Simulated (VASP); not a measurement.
# Si4Mo3 (Immm) in VASP: single point with r2SCAN

Aim: the single point of Si4Mo3 with r2SCAN.

Program: VASP 6.6.1. These are calculated values, not measurements. Logs are shortened: lines on timing, memory, paths and dates and some standing lists are left out, and cuts for length are marked.

## 1. The cell of the first run

Symmetry: Immm, No. 71, orthorhombic system. Conventional cell: a = 3.547 Å, b = 3.587 Å, c = 15.642 Å, α = 90.00°, β = 90.00°, γ = 90.00°. Mo (site symmetry mm2) has 7 Si at 2.61 to 2.73 Å and 4 Mo at 3.22 Å within 3.4 Å. Within 3.6 Å of Mo (site symmetry mmm) lie 12 Si at 2.72 to 2.82 Å and 8 Mo at 3.41 to 3.59 Å. Within 2.8 Å of Si (site symmetry mm2) lie 2 Si at 2.12 Å and 5 Mo at 2.63 to 2.73 Å. Si (site symmetry mm2) has 3 Si at 2.03 to 2.12 Å and 2 Mo at 2.61 Å within 2.7 Å.

## 2. Single point, r2SCAN

POSCAR reads:

```
Si4Mo3
1.0
    0.0000000000      0.0000000000      3.5465294100
    3.5873771000      0.0000000000      0.0000000000
    1.7936885500      7.8211074000     -1.7732652000
Mo Si
3 4
Direct
    0.1861000000      0.8139000000      0.3722000000
    0.8139000000      0.1861000000      0.6278000000
    0.5000000000      0.0000000000      0.0000000000
    0.3607000000      0.6393000000      0.7214000000
    0.6393000000      0.3607000000      0.2786000000
    0.9351000000      0.5649000000      0.8702000000
    0.0649000000      0.4351000000      0.1298000000
```

INCAR.step1 reads:

```
SYSTEM = Si4Mo3
ALGO     = Normal         ! electronic algorithm
EDIFF    = 1E-4           ! SCF threshold, eV
ENCUT    = 520            ! plane-wave cutoff, eV
GGA      = PE             ! functional
ISMEAR   = -1             ! smearing method
LASPH    = .TRUE.         ! aspherical terms in the spheres
LCHARG   = .FALSE.        ! write CHGCAR
LREAL    = .FALSE.        ! projectors in reciprocal space
LWAVE    = .TRUE.         ! write WAVECAR
NBANDS   = 38             ! bands
NELM     = 100            ! most SCF steps
PREC     = Accurate       ! precision mode
SIGMA    = 0.1            ! smearing width, eV
```

INCAR.step2 reads:

```
SYSTEM = Si4Mo3
ALGO     = Normal         ! electronic algorithm
EDIFF    = 1E-6           ! SCF threshold, eV
ENCUT    = 520            ! plane-wave cutoff, eV
ISIF     = 2              ! what is computed and relaxed
ISMEAR   = -1             ! smearing method
ISTART   = 1            
LASPH    = .TRUE.         ! aspherical terms in the spheres
LCHARG   = .FALSE.        ! write CHGCAR
LMIXTAU  = .TRUE.       
LREAL    = .FALSE.        ! projectors in reciprocal space
LWAVE    = .FALSE.        ! write WAVECAR
METAGGA  = R2SCAN         ! meta-GGA
NBANDS   = 38             ! bands
NELM     = 100            ! most SCF steps
PREC     = Accurate       ! precision mode
SIGMA    = 0.1            ! smearing width, eV
```

KPOINTS reads:

```
k-points
0
G
  7 7 7
  0 0 0
```

Potentials or basis: VASP PAW PBE potentials, release 64 (Mo_sv, Si).

Command:

```bash
cat potpaw_PBE.64/Mo_sv/POTCAR potpaw_PBE.64/Si/POTCAR > POTCAR
cp INCAR.step1 INCAR
mpirun -np 1 vasp_std > vasp.out
cp INCAR.step2 INCAR
mpirun -np 1 vasp_std > vasp.out
```

OUTCAR:

```text
SYSTEM = Si4Mo3
   EDIFF = 1E-6
   ENCUT = 520
   ISIF = 2
   ISMEAR = -1
   ISTART = 1
   LASPH = .TRUE.
   LREAL = .FALSE.
   METAGGA = R2SCAN
   NELM = 100
   PREC = Accurate

 ion  position               nearest neighbor table
   1  0.186  0.814  0.372-   7 2.61   7 2.61   5 2.63   5 2.63   5 2.63   5 2.63   4 2.73   2 3.22
                             2 3.22   2 3.22   2 3.22   3 3.41   3 3.41
   2  0.814  0.186  0.628-   6 2.61   6 2.61   4 2.63   4 2.63   4 2.63   4 2.63   5 2.73   1 3.22
                             1 3.22   1 3.22   1 3.22   3 3.41   3 3.41
   3  0.500  0.000  0.000-   7 2.72   7 2.72   6 2.72   6 2.72   7 2.72   7 2.72   6 2.72   6 2.72
                             5 2.82   5 2.82   4 2.82   4 2.82   2 3.41   1 3.41   2 3.41   1 3.41
   4  0.361  0.639  0.721-   6 2.12   6 2.12   2 2.63   2 2.63   2 2.63   2 2.63   1 2.73   3 2.82
                             3 2.82
   5  0.639  0.361  0.279-   7 2.12   7 2.12   1 2.63   1 2.63   1 2.63   1 2.63   2 2.73   3 2.82
                             3 2.82
   6  0.935  0.565  0.870-   7 2.03   4 2.12   4 2.12   2 2.61   2 2.61   3 2.72   3 2.72   3 2.72
                             3 2.72
   7  0.065  0.435  0.130-   6 2.03   5 2.12   5 2.12   1 2.61   1 2.61   3 2.72   3 2.72   3 2.72
                             3 2.72

  LATTYP: Found a body centered orthorhombic cell.
 ALAT       =     3.5465294100
 B/A-ratio  =     1.0115176516
 C/A-ratio  =     4.4105695996

  Lattice vectors:

 A1 = (   1.7936885500,  -7.8211074000,   1.7732652000)
 A2 = (  -1.7936885500,  -7.8211074000,  -1.7732642100)
 A3 = (   1.7936885500,   7.8211074000,  -1.7732652000)

Analysis of symmetry for initial positions (statically):
=====================================================================
 Subroutine PRICEL returns:
 Original cell was already a primitive cell.

 Routine SETGRP: Setting up the symmetry group for a
 body centered orthorhombic supercell.

 Subroutine GETGRP returns: Found  8 space group operations
 (whereof  8 operations were pure point group operations)
 out of a pool of  8 trial point group operations.

The static configuration has the point symmetry D_2h.

Analysis of symmetry for dynamics (positions and initial velocities):
=====================================================================
 Subroutine PRICEL returns:
 Original cell was already a primitive cell.

 Routine SETGRP: Setting up the symmetry group for a
 body centered orthorhombic supercell.

 Subroutine GETGRP returns: Found  8 space group operations
 (whereof  8 operations were pure point group operations)
 out of a pool of  8 trial point group operations.

The dynamic configuration has the point symmetry D_2h.

 Subroutine INISYM returns: Found  8 space group operations
 (whereof  8 operations are pure point group operations),
 and found     1 'primitive' translations

----------------------------------------------------------------------------------------

                                     Primitive cell

  volume of cell :      99.5059

  direct lattice vectors                    reciprocal lattice vectors
     0.000000000  0.000000000  3.546529410     0.000000000  0.063929584  0.281965799
     3.587377100  0.000000000  0.000000000     0.278755194 -0.063929566  0.000000000
     1.793688550  7.821107400 -1.773265200     0.000000000  0.127859132  0.000000000

  length of vectors
     3.546529410  3.587377100  8.217755718     0.289122299  0.285992041  0.127859132

  position of ions in fractional coordinates (direct lattice)
     0.186100000  0.813900000  0.372200000
     0.813900000  0.186100000  0.627800000
     0.500000000  0.000000000  0.000000000
     0.360700000  0.639300000  0.721400000
     0.639300000  0.360700000  0.278600000
     0.935100000  0.564900000  0.870200000
     0.064900000  0.435100000  0.129800000

  ion indices of the primitive-cell ions
   primitive index   ion index
                 1           1
                 2           2
                 3           3
                 4           4
                 5           5
                 6           6
                 7           7

----------------------------------------------------------------------------------------

 KPOINTS: k-points

Automatic generation of k-mesh.
 Grid dimensions read from file:
 generate k-points for:    7    7    7

 Generating k-lattice:

  Cartesian coordinates                     Fractional coordinates (reciprocal lattice)
     0.000000000  0.009132798  0.040280828     0.142857143  0.000000000  0.000000000
     0.039822171 -0.009132795  0.000000000     0.000000000  0.142857143 -0.000000000
     0.000000000  0.018265590  0.000000000     0.000000000  0.000000000  0.142857143

  Length of vectors
     0.041303186  0.040856006  0.018265590

  Shift w.r.t. Gamma in fractional coordinates (k-lattice)
     0.000000000  0.000000000  0.000000000

 Subroutine IBZKPT returns following result:
 ===========================================

 Found     64 irreducible k-points:

 Following reciprocal coordinates:
            Coordinates               Weight
  0.000000  0.000000  0.000000      1.000000
  0.142857  0.000000 -0.000000      4.000000
  0.285714  0.000000  0.000000      4.000000
  0.428571  0.000000 -0.000000      4.000000
  0.000000  0.142857  0.000000      4.000000
  0.142857  0.142857  0.000000      4.000000
[... 16 lines left out ...]
 -0.428571  0.428571  0.000000      8.000000
 -0.285714  0.428571  0.000000      8.000000
 [... further k-points ...]
   k-points           NKPTS =     64   k-points in BZ     NKDIM =     64   number of bands    NBANDS=     38
   number of dos      NEDOS =    301   number of ions     NIONS =      7
   total plane-waves  NPLWV =  50176
   dimension x,y,z NGX =    28 NGY =   28 NGZ =   64
   dimension x,y,z NGXF=    56 NGYF=   56 NGZF=  128
   ions per type =               3   4
   NGX,Y,Z   is equivalent  to a cutoff of  13.13, 12.98, 12.95 a.u.
   NGXF,Y,Z  is equivalent  to a cutoff of  26.25, 25.95, 25.89 a.u.
 SYSTEM =  Si4Mo3
   PREC   = accura    normal or accurate (medium, high low for compatibility)
   ISTART =      1    job   : 0-new  1-cont  2-samecut
   ICHARG =      0    charge: 1-file 2-atom 10-const
   ISPIN  =      1    spin polarized calculation?
   LNONCOLLINEAR =      F non collinear calculations
   LSORBIT =      F    spin-orbit coupling
   LASPH  =      T    aspherical Exc in radial PAW
   ENCUT  =  520.0 eV  38.22 Ry    6.18 a.u.   6.59  6.67 15.28*2*pi/ulx,y,z
   NELM   =    100;   NELMIN=  2; NELMDL=  0     # of ELM steps
   EDIFF  = 0.1E-05   stopping-criterion for ELM
   LREAL  =      F    real-space projection
   EDIFFG = 0.1E-04   stopping-criterion for IOM
   NSW    =      0    number of steps for IOM
   IBRION =     -1    ionic relax: 0-MD 1-quasi-New 2-CG
   NFREE  =      0    steps in history (QN), initial steepest desc. (CG)
   ISIF   =      2    stress and relaxation
   ISYM   =      2    0-nonsym 1-usesym 2-fastsym
   POTIM  = 0.5000    time-step for ionic-motion
   TEBEG  =    0.0;   TEEND  =   0.0 temperature during run
   PSTRESS=    0.0 pullay stress
   NELECT =      58.0000    total number of electrons
   NUPDOWN=      -1.0000    fix difference up-down
   EMIN   =  10.00;   EMAX   =-10.00  energy-range for DOS
   EFERMI =   0.00;   METHOD = LEGACY
   ISMEAR =    -1;   SIGMA  =   0.10  broadening in eV -4-tet -1-fermi 0-gaus
   EFERMI_NEDOS =   21; number of points for ismear=-14 and -15
   IALGO  =     38    algorithm
   IMIX   =      4    mixing-type and parameters
     AMIX     =   0.40;   BMIX     =  1.00
     AMIX_MAG =   1.60;   BMIX_MAG =  1.00
  volume/ion in A,a.u.               =      14.22        95.93
  Fermi-wavevector in a.u.,A,eV,Ry     =   1.367523  2.584243 25.444505  1.870118
  Thomas-Fermi vector in A             =   2.493568
   LORBIT       =      0    0 simple, 1 ext, 2 COOP (PROOUT), +10 PAW based schemes
   METAGGA = R2SCAN    functional components
   LHFCALC =     F    Hartree Fock is set to
   AEXX    =    0.0000 exact exchange contribution
   IVDW    =     0    specifies the selected vdW correction
   LEPSILON=     F    determine dielectric tensor
   LRPA    =     F    only Hartree local field effects (RPA)
 non-spin polarized calculation
  energy-cutoff  :      520.00
  volume of cell :       99.51
 maximum number of plane-waves:      2707
   NGX = 13   NGY = 13   NGZ = 31

 number of electron      58.0000000 magnetization

 Free energy of the ion-electron system (eV)
  ---------------------------------------------------
  ext. energy  EPLUGINS =         0.00000000
  ---------------------------------------------------
  free energy    TOTEN  =      -109.71879192 eV

  energy without entropy =     -109.52701496  energy(sigma->0) =     -109.62290344

 E-fermi :  12.1879     XC(G=0): -13.2565

 val. band max:       12.1877029644   @ k =  -0.4286   0.1429   0.0000
 cond. band min:      12.1923855106   @ k =   0.2857  -0.1429   0.1429
 fundamental gap:      0.0046825461
 Fermi energy:        12.1878988939

 k-point     1 :       0.0000    0.0000    0.0000
  band No.  band energies     occupation
      1     -51.3088      2.00000
      2     -50.9423      2.00000
      3     -50.9085      2.00000
      4     -24.7635      2.00000
      5     -24.7123      2.00000
      6     -24.6888      2.00000
[... 30 lines left out ...]
     37      15.5019      0.00000
     38      15.6108      0.00000

 k-point     2 :       0.1429    0.0000   -0.0000
  band No.  band energies     occupation
      1     -51.3079      2.00000
      2     -50.9397      2.00000
      3     -50.9093      2.00000
      4     -24.7617      2.00000
      5     -24.7102      2.00000
      6     -24.7084      2.00000
[... 30 lines left out ...]
     37      15.1324      0.00000
     38      16.1948      0.00000

 k-point     3 :       0.2857    0.0000    0.0000
  band No.  band energies     occupation
      1     -51.3057      2.00000
      2     -50.9330      2.00000
      3     -50.9119      2.00000
      4     -24.7571      2.00000
      5     -24.7513      2.00000
      6     -24.7056      2.00000
[... 30 lines left out ...]
     37      15.8278      0.00000
     38      16.4228      0.00000

 k-point     4 :       0.4286    0.0000   -0.0000
  band No.  band energies     occupation
      1     -51.3040      2.00000
      2     -50.9245      2.00000
      3     -50.9170      2.00000
      4     -24.7849      2.00000
      5     -24.7525      2.00000
      6     -24.7019      2.00000
[... 30 lines left out ...]
     37      16.2551      0.00000
     38      16.3348      0.00000
[... 703 lines left out ...]
      4     -24.7869      2.00000
      5     -24.7701      2.00000
      6     -24.7414      2.00000
[... 30 lines left out ...]
     37      14.5541      0.00000
     38      15.3683      0.00000

 k-point    23 :      -0.4286    0.4286    0.0000
  band No.  band energies     occupation
      1     -51.2998      2.00000
      2     -50.9174      2.00000
      3     -50.9158      2.00000
      4     -24.7869      2.00000
      5     -24.7700      2.00000
      6     -24.7411      2.00000
[... 30 lines left out ...]
     37      14.9692      0.00000
     38      15.2591      0.00000

 k-point    24 :      -0.2857    0.4286    0.0000
  band No.  band energies     occupation
      1     -51.3015      2.00000
      2     -50.9206      2.00000
      3     -50.9159      2.00000
      4     -24.7929      2.00000
      5     -24.7445      2.00000
      6     -24.7382      2.00000
[... 30 lines left out ...]
     37      15.3117      0.00000
     38      15.7736      0.00000

 [... further k-points ...]

------------------------ aborting loop because EDIFF is reached ----------------------------------------

  FORCE on cell =-STRESS in cart. coord.  units (eV):
  Direction    XX          YY          ZZ          XY          YZ          ZX
  --------------------------------------------------------------------------------------
  -------------------------------------------------------------------------------------
  Total       -8.1696705      6.6351491     14.9743669      0.0000000     -0.0000004      0.0000000
  in kB     -131.5425567    106.8347219    241.1072145      0.0000000     -0.0000068      0.0000000
  external PRESSURE =      72.1331266 kB  Pullay stress =       0.0000000 kB

 VOLUME and BASIS-vectors are now :
 -----------------------------------------------------------------------------
  energy-cutoff  :      520.00
  volume of cell :       99.51
      direct lattice vectors                 reciprocal lattice vectors
     0.000000000  0.000000000  3.546529410     0.000000000  0.063929584  0.281965799
     3.587377100  0.000000000  0.000000000     0.278755194 -0.063929566  0.000000000
     1.793688550  7.821107400 -1.773265200     0.000000000  0.127859132  0.000000000

 POSITION                                       TOTAL-FORCE (eV/Angst)
 -----------------------------------------------------------------------------------
      3.58738      2.91102     -0.00000         0.000000     -1.306591      0.000000
      1.79369      4.91009      1.77326        -0.000000      1.306591     -0.000000
      0.00000      0.00000      1.77326         0.000000     -0.000000      0.000000
      3.58738      5.64215     -0.00000         0.000000     -4.715030      0.000000
      1.79369      2.17896      1.77326         0.000000      4.715030     -0.000000
      3.58738      6.80593      1.77326         0.000000     -1.583268      0.000000
      1.79369      1.01518     -0.00000         0.000000      1.583268     -0.000000
 -----------------------------------------------------------------------------------
    total drift:                                0.000000      0.000000     -0.000000

  FREE ENERGIE OF THE ION-ELECTRON SYSTEM (eV)
  ---------------------------------------------------
  free  energy   TOTEN  =      -109.7187919250 eV

  energy  without entropy=     -109.5270149575  energy(sigma->0) =     -109.62290344
```

Wall time 12 min (1 thread of Intel Xeon Platinum 8259CL at 2.50GHz (Skylake/Cascade Lake), shared host); peak memory 0.35 GiB.

What came out:

* Free energy: -109.7188 eV
* Pressure: 7.2 GPa
* Largest force: 4.715 eV/Å
* Band gap on the k mesh: zero (band 29 reaches 12.72 eV, above the bottom of band 30 at 11.52 eV)

Forces in eV/Å, atoms in the order of the input:
```
Mo   0.000 -1.307  0.000
Mo   0.000  1.307  0.000
Mo   0.000  0.000  0.000
Si   0.000 -4.715  0.000
Si   0.000  4.715  0.000
Si   0.000 -1.583  0.000
Si   0.000  1.583  0.000
```

Stress tensor (GPa, compression positive):
```
-13.15   0.00   0.00
  0.00  10.68   0.00
  0.00   0.00  24.11
```

Caveat: the PAW data sets were made with another functional, which shifts forces and pressure a little.
